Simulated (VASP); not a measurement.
Wanted: the native input for a VASP 6.6.1 run.

| Quantity | Value |
| --- | --- |
| Task | relaxation of cell and atoms |
| Functional | PBE |
| Potentials or basis | VASP PAW PBE potentials, release 64 (Al, Ga_d, As) |
| Cutoff | 600 eV |
| k mesh | 6 × 6 × 6 |
| Occupations | gaussian, width 0.1 eV |
| Spin | no spin polarisation |
| Dipole correction | no |
| Further INCAR settings | ALGO = Normal; EDIFF = 1e-06; IBRION = 2; EDIFFG = -0.04; NSW = 90; ISIF = 3 |

The structure of Al2GaAs3 lies in POSCAR:

```
Al2GaAs3
1.0
   -1.9268134300      1.9268134300      8.1747770700
    1.9268134300     -1.9268134300      8.1747770700
    1.9268134300      1.9268134300     -8.1747770700
Al Ga As
2 1 3
Direct
    0.6666666700      0.6666666700      0.0000000000
    0.3333333300      0.3333333300      0.0000000000
    0.0000000000      0.0000000000      0.0000000000
    0.4166666700      0.9166666700      0.5000000000
    0.0833333300      0.5833333300      0.5000000000
    0.7500000000      0.2500000000      0.5000000000
```

These files were run (other wordings do the same):

INCAR

```
SYSTEM = Al2GaAs3
ALGO = Normal
EDIFF = 1E-6
EDIFFG = -0.04
ENCUT = 600
GGA = PE
IBRION = 2
ISIF = 3
ISMEAR = 0
LASPH = .True.
LCHARG = .False.
LREAL = .False.
LWAVE = .False.
NELM = 100
NSW = 90
PREC = Accurate
SIGMA = 0.1
```

KPOINTS

```
k-points
0
Gamma
  6 6 6
  0 0 0
```

Potentials or basis: VASP PAW PBE potentials, release 64 (Al, Ga_d, As).

Command:

```console
$ cat potpaw_PBE.64/Al/POTCAR potpaw_PBE.64/Ga_d/POTCAR potpaw_PBE.64/As/POTCAR > POTCAR
$ mpirun -np 1 vasp_std > vasp.out
```

Results of the run:

```yaml
Relaxed_volume: 23.62 Å³/atom
Relaxed_cell: a = 9.064 Å, b = 9.064 Å, c = 9.064 Å, α = 154.12°, β = 154.12°, γ = 36.93°
Space_group_after_relaxing_to_0.1_Å: I-4m2 (No. 119)
Energy_gained_by_relaxing: 131.0 meV/atom
Ionic_steps: 5
Pressure_after_relaxing: 0.0 GPa
Largest_force_after_relaxing: 0.031 eV/Å
Band_gap_on_the_k_mesh: 1.10 eV
```

Caveat: the volume moved by over 15 % at a fixed basis, so the end points are rough.

Run time: 34 min on 1 thread of Intel Xeon 8259CL, with other jobs on the host, peak memory 0.81 GiB.
